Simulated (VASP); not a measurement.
## Sn: single point with LDA

Sn:

```xyz
1
Lattice="-1.6636 1.6493 2.3240 1.7215 -1.7822 2.4676 1.6823 1.8004 -2.4249" Properties=species:S:1:pos:R:3 pbc="T T T"
Sn    0.0000    0.0000    0.0000
```

```
Program                : VASP 6.6.1
Task                   : single point
Functional             : LDA
Potentials or basis    : VASP PAW LDA potentials, release 64 (Sn_d)
Cutoff                 : 520 eV
k mesh                 : 7 × 7 × 8
Occupations            : gaussian, width 0.01 eV
Spin                   : no spin polarisation
Dipole correction      : no
Further INCAR settings : ALGO = Normal; EDIFF = 1e-07; NBANDS = 13
```

```json
{
  "Pressure": "-4.1 GPa",
  "Band gap on the k mesh": "zero (band 7 reaches 13.97 eV, above the bottom of band 8 at 5.80 eV)"
}
```

Stress tensor (GPa, compression positive):
```
-3.51 -0.36  0.37
-0.36 -4.41 -0.26
 0.37 -0.26 -4.39
```

Levels at points of the mesh, in eV from the Fermi level:
```tsv
k point	band 5	band 6	band 7	band 8	band 9	band 10
(0.00, 0.00, 0.00)	-21.35	-10.91	6.51	7.35	7.98	10.77
(0.00, 0.00, 0.50)	-21.27	-5.16	-3.54	1.44	2.84	5.06
```

Wall time 62 s on 1 thread of Intel(R) Xeon(R) 6975P-C (Granite Rapids), with other jobs on the host, peak memory 0.18 GiB.

Caveat: spin-orbit coupling is left out, which moves the levels of the heavy elements.
